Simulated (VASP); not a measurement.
Write the native input for VASP 6.6.1 that does the following.

```yaml
Task: single point
Functional: r2SCAN0
Potentials_or_basis: VASP PAW PBE potentials, release 64 (Os)
Cutoff: 520 eV
k_mesh: 6 × 6 × 3
Occupations: fermi-dirac, width 0.05 eV
Spin: no spin polarisation
Dipole_correction: no
Grid_for_exact_exchange_PRECFOCK: Normal
Further_INCAR_settings: ALGO = Normal; EDIFF = 1e-07; NBANDS = 15
Share_of_exact_exchange: 0.25
```

The system is Os.

```
Os
1.0
     2.75221    0.00000    0.00000
    -1.37610    2.38348    0.00000
     0.00000    0.00000    4.34831
Os
2
Direct
  0.66667 0.33333 0.75000
  0.33333 0.66667 0.25000
```

These files were run (other wordings do the same):

POSCAR

```
Os
1.0
    2.7522071502      0.0000000000      0.0000000000
   -1.3761035751      2.3834813086      0.0000000000
    0.0000000000      0.0000000000      4.3483081185
Os
2
Direct
    0.6666666667      0.3333333333      0.7500000000
    0.3333333333      0.6666666667      0.2500000000
```

INCAR.step1

```
SYSTEM = Os
PREC     = Accurate       ! precision mode
ENCUT    = 520            ! plane-wave cutoff, eV
EDIFF    = 1E-5           ! SCF threshold, eV
ISMEAR   = -1             ! smearing method
SIGMA    = 0.05           ! smearing width, eV
LREAL    = .False.        ! projectors in reciprocal space
LASPH    = .True.         ! aspherical terms in the spheres
NELM     = 80             ! most SCF steps
ALGO     = Normal         ! electronic algorithm
ISIF     = 2              ! what is computed and relaxed
LWAVE    = .True.         ! write WAVECAR
GGA      = PE             ! functional
NBANDS   = 15             ! bands
```

INCAR.step2

```
SYSTEM = Os
PREC     = Accurate       ! precision mode
ENCUT    = 520            ! plane-wave cutoff, eV
EDIFF    = 1E-7           ! SCF threshold, eV
ISMEAR   = -1             ! smearing method
SIGMA    = 0.05           ! smearing width, eV
LREAL    = .False.        ! projectors in reciprocal space
LASPH    = .True.         ! aspherical terms in the spheres
NELM     = 80             ! most SCF steps
ALGO     = Normal         ! electronic algorithm
ISIF     = 2              ! what is computed and relaxed
LWAVE    = .False.        ! write WAVECAR
LCHARG   = .True.         ! write CHGCAR
METAGGA  = R2SCAN         ! meta-GGA
LHFCALC  = .True.         ! exact exchange
AEXX     = 0.25           ! exact-exchange fraction
LMIXTAU  = .True.       
PRECFOCK = Normal       
LELF     = .True.         ! ELF
LVHAR    = .True.       
ISTART   = 1            
NBANDS   = 15             ! bands
```

KPOINTS

```
regular mesh
0
Gamma
  6 6 3
  0 0 0
```

Potentials or basis: VASP PAW PBE potentials, release 64 (Os).

The run is started by

```sh
$ cat potpaw_PBE.64/Os/POTCAR > POTCAR
$ cp INCAR.step1 INCAR
$ mpirun -np 1 vasp_std > vasp.out
$ cp INCAR.step2 INCAR
$ mpirun -np 1 vasp_std > vasp.out
```

Results of the run:

```json
{"Pressure": "-16.3 GPa", "Band gap on the k mesh": "zero (bands 8 and 9 overlap by 5.20 eV)"}
```

Caveat: the k points lie up to 0.48 Å⁻¹ apart, too coarse for converged energies and pressures of a metal; the PAW data sets were made with another functional, which shifts forces and pressure a little; spin-orbit coupling is left out, which moves the levels of the heavy elements.

It took 34 min on 1 thread of AMD EPYC 7R13, on a shared host, peak memory 0.17 GiB.
